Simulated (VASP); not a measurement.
# Al (Fd-3m) in VASP: further runs, part 2 of 2

VASP 6.6.1. The steps go on from the part before.

## Step 4: Single point, LDA

This run uses another cell than the first one, of 26.32 Å³/atom, 0.926 times its volume.

The input, INCAR:

```
PREC = Accurate ; ENCUT = 520
EDIFF = 1E-6 ; ISMEAR = -1
SIGMA = 0.1 ; LREAL = F
LASPH = T ; NELM = 80
ALGO = Normal ; ISIF = 2
LWAVE = F ; LCHARG = F
NBANDS = 10
```

The input, KPOINTS:

```
regular mesh
0
Gamma
  15 15 15
```

The input, POSCAR:

```
Al
1.0
    0.0000000000      2.9744765845      2.9744765845
    2.9744765845      0.0000000000      2.9744765845
    2.9744765845      2.9744765845      0.0000000000
Al
2
Direct
    0.1250000000      0.1250000000      0.1250000000
    0.8750000000      0.8750000000      0.8750000000
```

Potentials or basis: VASP PAW LDA potentials, release 64 (Al).

The run is started by

```
> cat potpaw_LDA.64/Al/POTCAR > POTCAR
> mpirun -np 1 vasp_std > vasp.out
```

OUTCAR:

```text
PREC = Accurate
   ENCUT = 520
   EDIFF = 1E-6
   ISMEAR = -1
   LREAL = F
   LASPH = T
   NELM = 80
   ISIF = 2

 ion  position               nearest neighbor table
   1  0.125  0.125  0.125-   2 2.58   2 2.58   2 2.58   2 2.58
   2  0.875  0.875  0.875-   1 2.58   1 2.58   1 2.58   1 2.58

  LATTYP: Found a face centered cubic cell.
 ALAT       =     5.9489531690

  Lattice vectors:

 A1 = (   0.0000000000,   2.9744765845,   2.9744765845)
 A2 = (   2.9744765845,   0.0000000000,   2.9744765845)
 A3 = (   2.9744765845,   2.9744765845,   0.0000000000)

Analysis of symmetry for initial positions (statically):
=====================================================================
 Subroutine PRICEL returns:
 Original cell was already a primitive cell.

 Routine SETGRP: Setting up the symmetry group for a
 face centered cubic supercell.

 Subroutine GETGRP returns: Found 48 space group operations
 (whereof 12 operations were pure point group operations)
 out of a pool of 48 trial point group operations.

The static configuration has the point symmetry D_3d.
 The point group associated with its full space group is O_h .

Analysis of symmetry for dynamics (positions and initial velocities):
=====================================================================
 Subroutine PRICEL returns:
 Original cell was already a primitive cell.

 Routine SETGRP: Setting up the symmetry group for a
 face centered cubic supercell.

 Subroutine GETGRP returns: Found 48 space group operations
 (whereof 12 operations were pure point group operations)
 out of a pool of 48 trial point group operations.

The dynamic configuration has the point symmetry D_3d.
 The point group associated with its full space group is O_h .

 Subroutine INISYM returns: Found 48 space group operations
 (whereof 12 operations are pure point group operations),
 and found     1 'primitive' translations

----------------------------------------------------------------------------------------

                                     Primitive cell

[... 112 lines left out ...]
  Fermi-wavevector in a.u.,A,eV,Ry     =   0.793788  1.500042  8.573029  0.630100
  Thomas-Fermi vector in A             =   1.899793
   LORBIT       =      0    0 simple, 1 ext, 2 COOP (PROOUT), +10 PAW based schemes
   GGA     = CA    functional components
   LHFCALC =     F    Hartree Fock is set to
   AEXX    =    0.0000 exact exchange contribution
   IVDW    =     0    specifies the selected vdW correction
   LEPSILON=     F    determine dielectric tensor
   LRPA    =     F    only Hartree local field effects (RPA)
 non-spin polarized calculation
  energy-cutoff  :      520.00
  volume of cell :       52.63
 maximum number of plane-waves:      1435
   NGX = 15   NGY = 15   NGZ = 15

 number of electron       6.0000000 magnetization

 Free energy of the ion-electron system (eV)
  ---------------------------------------------------
  ext. energy  EPLUGINS =         0.00000000
  ---------------------------------------------------
  free energy    TOTEN  =        -6.79642275 eV

  energy without entropy =       -6.74684041  energy(sigma->0) =       -6.77163158

 E-fermi :   2.9261     XC(G=0):  -8.4540

 val. band max:        2.9160909420   @ k =   0.3333   0.2667   0.0000
 cond. band min:       2.9471302718   @ k =   0.3333   0.2667   0.0667
 fundamental gap:      0.0310393298
 Fermi energy:         2.9261074185

 k-point     1 :       0.0000    0.0000    0.0000
  band No.  band energies     occupation
      1      -5.1291      2.00000
      2       5.1100      0.00000
      3       5.1100      0.00000
      4       5.1100      0.00000
      5       6.9543      0.00000
      6       6.9543      0.00000
      7       6.9543      0.00000
      8       8.4295      0.00000
      9      10.8504      0.00000
     10      10.9460      0.00000
[... 287 lines left out ...]
 k-point    24 :       0.2000    0.1333    0.0000
  band No.  band energies     occupation
      1      -4.6742      2.00000
      2       3.1405      0.20982
      3       3.9979      0.00004
      4       4.1096      0.00001
      5       6.2920      0.00000
      6       8.2581      0.00000
      7       8.4896      0.00000
      8       8.5391      0.00000
      9      10.8256      0.00000
     10      11.2897      0.00000

 [... further k-points ...]
[... 5 lines left out ...]
  --------------------------------------------------------------------------------------
  -------------------------------------------------------------------------------------
  Total        0.0258852      0.0258852      0.0258852     -0.0000000      0.0000000      0.0000000
  in kB        0.7879529      0.7879529      0.7879529     -0.0000000      0.0000000      0.0000000
  external PRESSURE =       0.7879529 kB  Pullay stress =       0.0000000 kB

 VOLUME and BASIS-vectors are now :
 -----------------------------------------------------------------------------
  energy-cutoff  :      520.00
  volume of cell :       52.63
      direct lattice vectors                 reciprocal lattice vectors
     0.000000000  2.974476585  2.974476585    -0.168096802  0.168096802  0.168096802
     2.974476585  0.000000000  2.974476585     0.168096802 -0.168096802  0.168096802
     2.974476585  2.974476585  0.000000000     0.168096802  0.168096802 -0.168096802

 POSITION                                       TOTAL-FORCE (eV/Angst)
 -----------------------------------------------------------------------------------
      0.74362      0.74362      0.74362         0.000000      0.000000      0.000000
      5.20533      5.20533      5.20533        -0.000000     -0.000000     -0.000000
 -----------------------------------------------------------------------------------
    total drift:                                0.000000      0.000000     -0.000000

  FREE ENERGIE OF THE ION-ELECTRON SYSTEM (eV)
  ---------------------------------------------------
  free  energy   TOTEN  =        -6.7964227516 eV

  energy  without entropy=       -6.7468404064  energy(sigma->0) =       -6.77163158
```

Run time: 16 s. Hardware: 1 thread of Intel Xeon 6975P-C (Granite Rapids), shared host; peak memory 0.17 GiB.

What came out:

```
Free energy            : -6.7964 eV
Pressure               : 0.1 GPa
Band gap on the k mesh : zero (band 3 reaches 5.11 eV, above the bottom of band 4 at 1.72 eV)
```

## Step 5: Relaxation of cell and atoms, LDA

This run uses another cell than the first one, of 22.41 Å³/atom, 0.789 times its volume.

The input, INCAR:

```
ALGO     = Normal         # electronic algorithm
EDIFF    = 1E-6           # SCF threshold, eV
EDIFFG   = -0.01          # ionic threshold
ENCUT    = 600            # plane-wave cutoff, eV
IBRION   = 2              # ionic algorithm
ISIF     = 3              # what is computed and relaxed
ISMEAR   = -1             # smearing method
LASPH    = True           # aspherical terms in the spheres
LCHARG   = False          # write CHGCAR
LREAL    = False          # projectors in reciprocal space
LWAVE    = False          # write WAVECAR
NELM     = 80             # most SCF steps
NSW      = 80             # ionic steps
PREC     = Accurate       # precision mode
SIGMA    = 0.1            # smearing width, eV
```

The input, KPOINTS:

```
k-points
0
Gamma
  10 10 10
```

The input, POSCAR:

```
Al
1.0
    0.0000000000      2.8194727963      2.8194727963
    2.8194727963      0.0000000000      2.8194727963
    2.8194727963      2.8194727963      0.0000000000
Al
2
Direct
    0.1250000000      0.1250000000      0.1250000000
    0.8750000000      0.8750000000      0.8750000000
```

Potentials or basis: VASP PAW LDA potentials, release 64 (Al).

The run is started by

```
> cat potpaw_LDA.64/Al/POTCAR > POTCAR
> mpirun -np 1 vasp_std > vasp.out
```

OUTCAR:

```text
EDIFF = 1E-6
   EDIFFG = -0.01
   ENCUT = 600
   IBRION = 2
   ISIF = 3
   ISMEAR = -1
   LASPH = True
   LREAL = False
   NELM = 80
   NSW = 80
   PREC = Accurate

 ion  position               nearest neighbor table
   1  0.125  0.125  0.125-   2 2.44   2 2.44   2 2.44   2 2.44
   2  0.875  0.875  0.875-   1 2.44   1 2.44   1 2.44   1 2.44

  LATTYP: Found a face centered cubic cell.
 ALAT       =     5.6389455926

  Lattice vectors:

 A1 = (   0.0000000000,   2.8194727963,   2.8194727963)
 A2 = (   2.8194727963,   0.0000000000,   2.8194727963)
 A3 = (   2.8194727963,   2.8194727963,   0.0000000000)

Analysis of symmetry for initial positions (statically):
=====================================================================
 Subroutine PRICEL returns:
 Original cell was already a primitive cell.

 Routine SETGRP: Setting up the symmetry group for a
 face centered cubic supercell.

 Subroutine GETGRP returns: Found 48 space group operations
[... 177 lines left out ...]
  band No.  band energies     occupation
      1      -4.7217      2.00000
      2       6.5721      0.00000
      3       6.5721      0.00000
      4       6.5721      0.00000
      5       8.4212      0.00000
      6       8.4212      0.00000
      7       8.4212      0.00000
[... 301 lines left out ...]
--------------------------------------- Ionic step        3  -------------------------------------------

 number of electron       6.0000000 magnetization

 Free energy of the ion-electron system (eV)
  ---------------------------------------------------
  ext. energy  EPLUGINS =         0.00000000
  ---------------------------------------------------
  free energy    TOTEN  =        -6.79955140 eV

  energy without entropy =       -6.75258196  energy(sigma->0) =       -6.77606668

 E-fermi :   2.9287     XC(G=0):  -8.4551

 val. band max:        2.9011621556   @ k =   0.5000   0.3000   0.0000
 cond. band min:       3.0107003458   @ k =   0.2000   0.2000   0.0000
 fundamental gap:      0.1095381902
 Fermi energy:         2.9287069486

 k-point     1 :       0.0000    0.0000    0.0000
  band No.  band energies     occupation
      1      -5.1295      2.00000
      2       5.1105      0.00000
      3       5.1105      0.00000
      4       5.1105      0.00000
      5       6.9554      0.00000
      6       6.9554      0.00000
      7       6.9554      0.00000
[... 259 lines left out ...]
  FREE ENERGIE OF THE ION-ELECTRON SYSTEM (eV)
  ---------------------------------------------------
  free  energy   TOTEN  =        -6.7995514034 eV

  energy  without entropy=       -6.7525819640  energy(sigma->0) =       -6.77606668

 reached required accuracy - stopping structural energy minimisation
```

OSZICAR:

```text
N       E                     dE             d eps       ncg     rms          rms(c)
DAV:   1     0.193509276770E+01    0.19351E+01   -0.23483E+03   658   0.724E+02
DAV:   2    -0.652532104171E+01   -0.84604E+01   -0.80754E+01   966   0.518E+01
DAV:   3    -0.663640456349E+01   -0.11108E+00   -0.10673E+00   868   0.731E+00
[... 18 lines left out ...]
DAV:   1    -0.680104546079E+01   -0.45270E-02   -0.66841E-02   777   0.152E+00    0.194E-01
DAV:   2    -0.680009004055E+01    0.95542E-03   -0.12002E-03   826   0.240E-01    0.781E-02
DAV:   3    -0.679956790422E+01    0.52214E-03   -0.86103E-04   672   0.133E-01    0.271E-02
DAV:   4    -0.679955188257E+01    0.16022E-04   -0.40801E-05   931   0.368E-02    0.211E-02
DAV:   5    -0.679955140338E+01    0.47919E-06   -0.74622E-07   483   0.685E-03
   3 F= -.67995514E+01 E0= -.67760667E+01  d E =-.198954E+00
```

CONTCAR:

```text
Al
   1.00000000000000
    -0.0000000000000000    2.9742805854717300    2.9742805854717300
     2.9742805854717300   -0.0000000000000000    2.9742805854717300
     2.9742805854717300    2.9742805854717300    0.0000000000000000
  Al
     2
Direct
     0.1250000000000000    0.1250000000000000    0.1250000000000000
     0.8750000000000000    0.8750000000000000    0.8750000000000000

  0.00000000E+00  0.00000000E+00  0.00000000E+00
  0.00000000E+00  0.00000000E+00  0.00000000E+00
```

It took 11 s on 1 thread of Intel Xeon 6975P-C (Granite Rapids), shared host; peak memory 0.15 GiB.

Results:

* Free energy: -6.7996 eV
* Relaxed volume: 26.31 Å³/atom
* Relaxed cell: a = 4.206 Å, b = 4.206 Å, c = 4.206 Å, α = 60.00°, β = 60.00°, γ = 60.00°
* Space group after relaxing (to 0.05 Å): Fd-3m (No. 227)
* Energy gained by relaxing: 99.5 meV/atom
* Ionic steps: 3
* Pressure after relaxing: 0.0 GPa
* Band gap on the k mesh: zero (band 3 reaches 5.11 eV, above the bottom of band 4 at 1.54 eV)

The path:
| step | energy change (eV) | largest force (eV/Å) | pressure (GPa) | volume (Å³) |
| --- | --- | --- | --- | --- |
| 1 | 0.0000 | 0.0000 | 9.30 | 44.83 |
| 2 | -0.1959 | 0.0000 | -0.84 | 53.81 |
| 3 | -0.1990 | 0.0000 | 0.04 | 52.62 |

Final structure:
```yaml
crystal:
  lattice:
    - [0.00000, 2.97428, 2.97428]
    - [2.97428, 0.00000, 2.97428]
    - [2.97428, 2.97428, 0.00000]
  atoms:
    - { symbol: Al, position: [0.12500, 0.12500, 0.12500] }
    - { symbol: Al, position: [0.87500, 0.87500, 0.87500] }
```

Levels at points of the mesh, in eV from the Fermi level:
```csv
k point,band 1,band 2,band 3,band 4,band 5,band 6,band 7
"(0.00, 0.00, 0.00)",-8.06,2.18,2.18,2.18,4.03,4.03,4.03
"(0.50, 0.00, 0.00)",-5.95,-3.97,1.14,1.14,3.34,4.44,4.44
"(0.50, 0.50, 0.00)",-4.43,-4.43,-0.41,-0.41,2.07,2.07,10.91
```

Caveat: the volume moved by over 15 % at a fixed basis, so the end points are rough.

## Step 6: Single point, LDA, non-collinear spin, zero start, spin-orbit coupling

This run uses another cell than the first one, of 26.32 Å³/atom, 0.926 times its volume.

The input, INCAR:

```
SYSTEM = Al
PREC = Accurate ; ENCUT = 520
EDIFF = 1E-6 ; ISMEAR = -1
SIGMA = 0.1 ; LREAL = .FALSE.
LASPH = .TRUE. ; NELM = 150
ALGO = Normal ; ISIF = 2
LWAVE = .FALSE. ; LCHARG = .TRUE.
LNONCOLLINEAR = .TRUE. ; MAGMOM = 0 0 0 0 0 0
LORBIT = 11 ; LSORBIT = .TRUE.
GGA_COMPAT = .FALSE. ; LORBMOM = .TRUE.
GGA = CA ; LVHAR = .TRUE.
NBANDS = 18
```

The input, KPOINTS:

```
Automatic mesh
0
G
  9 9 9
  0 0 0
```

The input, POSCAR:

```
Al
1.0
    0.0000000000      2.9744765845      2.9744765845
    2.9744765845      0.0000000000      2.9744765845
    2.9744765845      2.9744765845      0.0000000000
Al
2
Direct
    0.1250000000      0.1250000000      0.1250000000
    0.8750000000      0.8750000000      0.8750000000
```

Potentials or basis: VASP PAW LDA potentials, release 64 (Al).

The run is started by

```
> cat potpaw_LDA.64/Al/POTCAR > POTCAR
> mpirun -np 1 vasp_ncl > vasp.out
```

Wall time 32 s (1 thread of Intel Xeon 6975P-C (Granite Rapids), shared host); peak memory 0.23 GiB.

It converged, with:

```yaml
Free_energy: -6.7972 eV
Pressure: 0.1 GPa
Net_moment: 0.00 μB per cell
Valence_electrons_inside_the_program's_atomic_spheres: Al 0.83
```

Moments on the atoms (μB; x, y, z):
```
Al  0.00 0.00 0.00
Al  0.00 0.00 0.00
```

## Step 7: Summary

```csv
task,spin,cell,k mesh,cutoff (eV),gap on the mesh (eV),pressure (GPa)
single point,off,"a = 4.316 Å, angles 60.0°, 2 atoms",10 × 10 × 10,520,none,-2.7
single point,off,"a = 4.368 Å, angles 60.0°, 2 atoms",10 × 10 × 10,520,none,-3.7
single point,off,"a = 4.207 Å, angles 60.0°, 2 atoms",15 × 15 × 15,520,none,0.1
relaxation of cell and atoms,off,"relaxed from a = 3.987 Å, angles 60.0°, 2 atoms",10 × 10 × 10,600,none,0.0
single point,"non-collinear, zero start, SOC","a = 4.207 Å, angles 60.0°, 2 atoms",9 × 9 × 9,520,-,0.1
```

Alike in all rows: level LDA; potentials or basis VASP PAW LDA potentials, release 64 (Al); smearing fermi-dirac 0.1 eV.

Caveats: the volume moved by over 15 % at a fixed basis, so the end points are rough (some runs).

Absolute energies hang on the potentials; compare differences alone.
